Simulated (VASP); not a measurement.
# TiAl (P4mm) in VASP: further runs, part 2 of 2

VASP 6.6.1. The steps go on from the part before.

## (4) Single point, PBEsol (the distance across one plane changed)

Contents of INCAR:

```
ALGO = Fast
EDIFF = 1E-7
ENCUT = 520
GGA = PS
ISIF = 2
ISMEAR = 0
LASPH = T
LCHARG = F
LREAL = F
LWAVE = F
NBANDS = 32
NELM = 80
PREC = Accurate
SIGMA = 0.15
```

Contents of KPOINTS:

```
k-points
0
Gamma
  19 19 7
```

Contents of POSCAR:

```
TiAl
1.0
    0.0000000000     -3.1564740775      0.0000000000
    0.0000000000      0.0000000000     -3.1564740775
   10.9694222324      0.0000000000      0.0000000000
Ti Al
3 3
Direct
    0.0000000000      0.0000000000      0.2157996733
    0.0000000000      0.0000000000      0.5035517546
    0.0000000000      0.0000000000      0.7913038358
    0.5000000000      0.5000000000      0.0719236327
    0.5000000000      0.5000000000      0.3596757140
    0.5000000000      0.5000000000      0.6474277952
```

Potentials or basis: VASP PAW PBE potentials, release 64 (Ti_sv, Al).

On the command line:

```bash
$ cat potpaw_PBE.64/Ti_sv/POTCAR potpaw_PBE.64/Al/POTCAR > POTCAR
$ mpirun -np 1 vasp_std > vasp.out
```

OUTCAR:

```text
EDIFF = 1E-7
   ENCUT = 520
   GGA = PS
   ISIF = 2
   ISMEAR = 0
   LASPH = T
   LREAL = F
   NELM = 80
   PREC = Accurate

 ion  position               nearest neighbor table
   1  0.000  0.000  0.216-   4 2.73   4 2.73   4 2.73   4 2.73   5 2.73   5 2.73   5 2.73   5 2.73

   2  0.000  0.000  0.504-   5 2.73   5 2.73   5 2.73   5 2.73   6 2.73   6 2.73   6 2.73   6 2.73

   3  0.000  0.000  0.791-   6 2.73   6 2.73   6 2.73   6 2.73
   4  0.500  0.500  0.072-   1 2.73   1 2.73   1 2.73   1 2.73   5 3.16
   5  0.500  0.500  0.360-   2 2.73   2 2.73   2 2.73   2 2.73   1 2.73   1 2.73   1 2.73   1 2.73
                             6 3.16   4 3.16
   6  0.500  0.500  0.647-   3 2.73   3 2.73   3 2.73   3 2.73   2 2.73   2 2.73   2 2.73   2 2.73
                             5 3.16

  LATTYP: Found a simple tetragonal cell.
 ALAT       =     3.1564740775
 C/A-ratio  =     3.4752137870

  Lattice vectors:

 A1 = (   0.0000000000,  -3.1564740775,   0.0000000000)
 A2 = (   0.0000000000,   0.0000000000,  -3.1564740775)
 A3 = (  10.9694222324,   0.0000000000,   0.0000000000)

[... 187 lines left out ...]
 cond. band min:       7.2155079248   @ k =   0.3158   0.1579   0.2857
 fundamental gap:      0.0007456571
 Fermi energy:         7.2151530831

 k-point     1 :       0.0000    0.0000    0.0000
  band No.  band energies     occupation
      1     -49.7208      2.00000
      2     -49.3872      2.00000
      3     -49.3482      2.00000
      4     -26.1352      2.00000
      5     -25.9646      2.00000
      6     -25.9646      2.00000
[... 829 lines left out ...]
     31       9.0557      0.00000
     32       9.7657      0.00000

 [... further k-points ...]

------------------------ aborting loop because EDIFF is reached ----------------------------------------

  FORCE on cell =-STRESS in cart. coord.  units (eV):
  Direction    XX          YY          ZZ          XY          YZ          ZX
  --------------------------------------------------------------------------------------
  -------------------------------------------------------------------------------------
  Total       -1.4250659     -4.5399129     -4.5399129      0.0000000      0.0000000      0.0000000
  in kB      -20.8909076    -66.5533465    -66.5533465      0.0000000      0.0000000      0.0000000
  external PRESSURE =     -51.3325335 kB  Pullay stress =       0.0000000 kB

 VOLUME and BASIS-vectors are now :
 -----------------------------------------------------------------------------
  energy-cutoff  :      520.00
  volume of cell :      109.29
      direct lattice vectors                 reciprocal lattice vectors
     0.000000000 -3.156474077  0.000000000     0.000000000 -0.316809191  0.000000000
     0.000000000  0.000000000 -3.156474077     0.000000000  0.000000000 -0.316809191
    10.969422232  0.000000000  0.000000000     0.091162504  0.000000000  0.000000000

 POSITION                                       TOTAL-FORCE (eV/Angst)
 -----------------------------------------------------------------------------------
      2.36720      0.00000      0.00000        -0.135743     -0.000000     -0.000000
      5.52367      0.00000      0.00000        -0.051763      0.000000     -0.000000
      8.68015      0.00000      0.00000         0.895976     -0.000000     -0.000000
      0.78896     -1.57824     -1.57824        -1.022603     -0.000000      0.000000
      3.94543     -1.57824     -1.57824         0.092167     -0.000000      0.000000
      7.10191     -1.57824     -1.57824         0.221967     -0.000000     -0.000000
 -----------------------------------------------------------------------------------
    total drift:                                0.000931     -0.000000     -0.000000

  FREE ENERGIE OF THE ION-ELECTRON SYSTEM (eV)
  ---------------------------------------------------
  free  energy   TOTEN  =       -37.5595054174 eV

  energy  without entropy=      -37.4922508425  energy(sigma->0) =      -37.52587813
```

OSZICAR:

```text
N       E                     dE             d eps       ncg     rms          rms(c)
DAV:   1     0.491749256225E+03    0.49175E+03   -0.21557E+04 14216   0.148E+03
DAV:   2     0.151068513234E+02   -0.47664E+03   -0.46423E+03 14184   0.464E+02
DAV:   3    -0.370094878020E+02   -0.52116E+02   -0.50440E+02 24072   0.132E+02
[... 44 lines left out ...]
RMM:  48    -0.375595049113E+02   -0.16633E-06   -0.24689E-06 17940   0.522E-03    0.607E-04
RMM:  49    -0.375595051244E+02   -0.21309E-06   -0.27462E-06 16287   0.455E-03    0.420E-04
RMM:  50    -0.375595052234E+02   -0.99040E-07   -0.15657E-06 15645   0.414E-03    0.431E-04
RMM:  51    -0.375595053755E+02   -0.15204E-06   -0.20659E-06 14823   0.382E-03    0.510E-04
RMM:  52    -0.375595054174E+02   -0.41897E-07   -0.94743E-07 14181   0.360E-03
   1 F= -.37559505E+02 E0= -.37525878E+02  d E =-.672546E-01
```

It took 21 min on 1 thread of Intel Xeon 6975P-C (Granite Rapids), shared host; peak memory 0.66 GiB.

What came out:

```yaml
Free_energy: -37.5595 eV
Pressure: -5.1 GPa
Largest_force: 1.023 eV/Å
Band_gap_on_the_k_mesh: zero (an odd number of electrons rules out a gap without spin polarisation)
```

Forces on the atoms (eV/Å):
```
Ti  -0.136  0.000  0.000
Ti  -0.052  0.000  0.000
Ti   0.896  0.000  0.000
Al  -1.023  0.000  0.000
Al   0.092  0.000  0.000
Al   0.222  0.000  0.000
```

Stress tensor (GPa, compression positive):
```
-2.09  0.00  0.00
 0.00 -6.66  0.00
 0.00  0.00 -6.66
```

Caveat: the cell differs from its parent crystal (the distance across one plane changed); the cell stands under tension; the PAW data sets were made with another functional, which shifts forces and pressure a little.

## (5) Summary

```tsv
cell	further INCAR settings	gap on the mesh (eV)	pressure (GPa)	largest force (eV/Å)
a = 3.156, b = 3.156, c = 9.169 Å, 6 atoms	ALGO = Fast; EDIFF = 1e-06; NBANDS = 32	none	5.0	1.41
a = 3.156, b = 3.156, c = 10.469 Å, 6 atoms	ALGO = Fast; EDIFF = 1e-06; NBANDS = 32	none	-5.0	1.23
a = 3.156, b = 3.156, c = 10.969 Å, 6 atoms	ALGO = Fast; EDIFF = 1e-07; NBANDS = 32	none	-5.1	1.02
```

Alike in all rows: task single point; level PBEsol; potentials or basis VASP PAW PBE potentials, release 64 (Ti_sv, Al); no spin polarisation; k mesh 19 × 19 × 7; cutoff (eV) 520; smearing gaussian 0.15 eV.

Caveats: the PAW data sets were made with another functional, which shifts forces and pressure a little; the cell stands under tension (at least some runs); the cell stands under pressure (at least some runs).

Absolute energies hang on the potentials; compare differences alone.
